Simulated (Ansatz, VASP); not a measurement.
One calculation of Al, two programs

The input INCAR:

```
PREC = Accurate
ENCUT = 520
EDIFF = 1E-6
ISMEAR = 0
SIGMA = 0.1
LREAL = False
LASPH = True
NELM = 60
ALGO = Normal
ISIF = 2
LWAVE = False
LCHARG = True
GGA = PS
LELF = True
LVHAR = True
NBANDS = 10
```

File KPOINTS:

```
Automatic mesh
0
Gamma
  8 8 8
```

File POSCAR:

```
Al
1.0
   -2.4932008491      2.4932008491      1.3600870863
    2.4932008491     -2.4932008491      1.3600870863
    2.4932008491      2.4932008491     -1.3600870863
Al
2
Direct
    0.0000000000      0.0000000000      0.0000000000
    0.7500000000      0.2500000000      0.5000000000
```

Input for Ansatz:

```yaml
crystal:
  lattice:
    - [-2.4932008491, 2.4932008491, 1.3600870863]
    - [2.4932008491, -2.4932008491, 1.3600870863]
    - [2.4932008491, 2.4932008491, -1.3600870863]
  atoms:
    - { symbol: Al, position: [0.0, 0.0, 0.0] }
    - { symbol: Al, position: [0.75, 0.25, 0.5] }
basis:
  ecutwfc: 420
kpoints:
  mp_grid: { grid: [8, 8, 8] }
hamiltonian:
  xc: pbesol
scf:
  occupations: { method: gaussian, width: 0.1 }
  lower_state_search: "off"
output:
  forces: true
  stress: true
  eigenvalues: true
```

Alike in both runs: task single point; functional PBEsol; k mesh 8 × 8 × 8; occupations gaussian, width 0.1 eV; no spin polarisation.

|  | VASP | Ansatz |
| --- | --- | --- |
| version | VASP 6.6.1 | Ansatz 0.2.0 |
| potentials or method | VASP PAW PBE potentials, release 64 (Al), cutoff 520 eV | scalar-relativistic, plane waves, PAW |
| valence electrons in the cell | 6 | 6 |

|  | VASP | Ansatz | Ansatz less VASP |
| --- | --- | --- | --- |
| gap on the k mesh at the Fermi level (eV) | none | none | - |
| pressure (GPa) | 8.9 | 8.8 | -0.11 |
| traceless stress, the component that is largest in VASP (GPa) | -9.35 | -9.32 | +0.028 |

VASP's potentials were made for PBE, not for PBEsol. A gap of «none» marks a metal or a gap that the smearing closes.
